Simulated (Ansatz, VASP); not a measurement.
One calculation of Ge, two programs

INCAR

```
ALGO = Normal ; DIPOL = 0.5 0.5 0.500
EDIFF = 1E-7 ; ENCUT = 520
GGA = PE ; IDIPOL = 3
ISIF = 2 ; ISMEAR = 0
LASPH = True ; LCHARG = False
LDIPOL = True ; LREAL = False
LWAVE = False ; NBANDS = 21
NELM = 100 ; PREC = Accurate
SIGMA = 0.1
```

File KPOINTS:

```
k-points
0
Gamma
  12 12 1
```

File POSCAR:

```
Ge
1.0
    3.9210000000      0.0000000000      0.0000000000
   -1.9605000000      3.3956856082      0.0000000000
    0.0000000000      0.0000000000     28.0000000000
Ge
2
Direct
    0.3333333333      0.6666666667      0.5181785714
    0.6666666667      0.3333333333      0.4818214286
```

Input for Ansatz:

```yaml
crystal:
  lattice:
    - [3.921, 0.0, 0.0]
    - [-1.9605, 3.3956856082, 0.0]
    - [0.0, 0.0, 28.0]
  atoms:
    - { symbol: Ge, position: [0.3333333333, 0.6666666667, 0.5181785714] }
    - { symbol: Ge, position: [0.6666666667, 0.3333333333, 0.4818214286] }
  periodic: [true, true, false]
basis:
  ecutwfc: 420
kpoints:
  mp_grid: { grid: [12, 12, 1] }
hamiltonian:
  xc: pbe
  pseudopotentials: { kind: paw, azcp: { folder: soft_1 } }
scf:
  occupations: { method: gaussian, width: 0.1 }
output:
  forces: true
  stress: true
  eigenvalues: true
```

Alike in both runs: task single point; functional PBE; k mesh 12 × 12 × 1; occupations gaussian, width 0.1 eV; no spin polarisation.

|  | VASP | Ansatz |
| --- | --- | --- |
| version | VASP 6.6.1 | Ansatz 0.2.0 |
| potentials or method | VASP PAW PBE potentials, release 64 (Ge_d), cutoff 520 eV | scalar-relativistic, plane waves, PAW |
| valence electrons in the cell | 28 | 28 |

Ansatz gave:

```
gap on the k mesh at the Fermi level (eV) : none
rms of the force components (eV/Å)        : 0.616
```

Q: Which values does VASP return?

A: gap on the k mesh at the Fermi level (eV): none; rms of the force components (eV/Å): 0.617.

Atom by atom the forces differ by 0.001 eV/Å (rms over components). A gap of «none» marks a metal or a gap that the smearing closes.
